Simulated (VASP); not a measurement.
A run of VASP 6.6.1:

The input INCAR:

```
ALGO = Normal
EDIFF = 1E-6
ENCUT = 520
GGA = PE
ISIF = 2
ISMEAR = -1
LASPH = T
LCHARG = F
LREAL = F
LWAVE = F
NBANDS = 13
NELM = 60
PREC = Accurate
SIGMA = 0.1
```

The input KPOINTS:

```
k-points
0
Gamma
  15 15 15
```

Contents of POSCAR:

```
Ru
1.0
    2.3320440668      0.0000000000      0.0000000000
    0.0000000000      2.3320440668      0.0000000000
    0.0000000000      0.0000000000      2.3320440668
Ru
1
Direct
    0.0000000000      0.0000000000      0.0000000000
```

Potentials or basis: VASP PAW PBE potentials, release 64 (Ru_pv).

The run is started by

```bash
$ cat potpaw_PBE.64/Ru_pv/POTCAR > POTCAR
$ mpirun -np 1 vasp_std > vasp.out
```

Hardware: 1 thread of Intel(R) Xeon(R) 6975P-C (Granite Rapids), on a shared host.

Task: Estimate the wall time of this run.

Result: Run time: 11 s on 1 thread of Intel(R) Xeon(R) 6975P-C (Granite Rapids), on a shared host, peak memory 0.13 GiB. Counts: scf iterations 11, k points 120.
